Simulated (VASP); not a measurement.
Write the native input for VASP 6.6.1 that does the following.

```
Task                   : relaxation of cell and atoms
Functional             : LDA
Potentials or basis    : VASP PAW LDA potentials, release 64 (Zn, S)
Cutoff                 : 600 eV
k mesh                 : 8 × 8 × 8
Occupations            : fermi-dirac, width 0.02 eV
Spin                   : no spin polarisation
Dipole correction      : no
Further INCAR settings : ALGO = Normal; EDIFF = 1e-06; IBRION = 2; EDIFFG = -0.005; NSW = 80; ISIF = 3
```

The structure of ZnS lies in POSCAR:

```
ZnS
1.0
    0.0000000000      2.5518826682      2.5518826682
    2.5518826682      0.0000000000      2.5518826682
    2.5518826682      2.5518826682      0.0000000000
Zn S
1 1
Direct
    0.0000000000      0.0000000000      0.0000000000
    0.5000000000      0.5000000000      0.5000000000
```

These files were run (other wordings do the same):

INCAR

```
PREC     = Accurate       # precision mode
ENCUT    = 600            # plane-wave cutoff, eV
EDIFF    = 1E-6           # SCF threshold, eV
ISMEAR   = -1             # smearing method
SIGMA    = 0.02           # smearing width, eV
LREAL    = F              # projectors in reciprocal space
LASPH    = T              # aspherical terms in the spheres
NELM     = 80             # most SCF steps
ALGO     = Normal         # electronic algorithm
ISIF     = 3              # what is computed and relaxed
LWAVE    = F              # write WAVECAR
LCHARG   = F              # write CHGCAR
GGA      = CA             # functional
IBRION   = 2              # ionic algorithm
NSW      = 80             # ionic steps
EDIFFG   = -0.005         # ionic threshold
```

KPOINTS

```
Automatic mesh
0
Gamma
  8 8 8
```

Potentials or basis: VASP PAW LDA potentials, release 64 (Zn, S).

Command:

```bash
$ cat potpaw_LDA.64/Zn/POTCAR potpaw_LDA.64/S/POTCAR > POTCAR
$ mpirun -np 1 vasp_std > vasp.out
```

It gave:

The relaxed volume is 15.38 Å³/atom. The relaxed cell is a = 3.517 Å, b = 3.517 Å, c = 3.517 Å, α = 60.00°, β = 60.00°, γ = 60.00°. The space group after relaxing (to 0.1 Å) is Fm-3m (No. 225). The energy gained by relaxing is 29.7 meV/atom, the ionic steps are 15 and the pressure after relaxing is 0.0 GPa. The band gap on the k mesh is zero (bands 9 and 10 overlap by 0.52 eV).

Caveat: semilocal functionals underestimate gaps, so a narrow gap can read as zero.

Wall time 110 s on 1 thread of Intel Xeon 8259CL (shared host), peak memory 0.16 GiB.
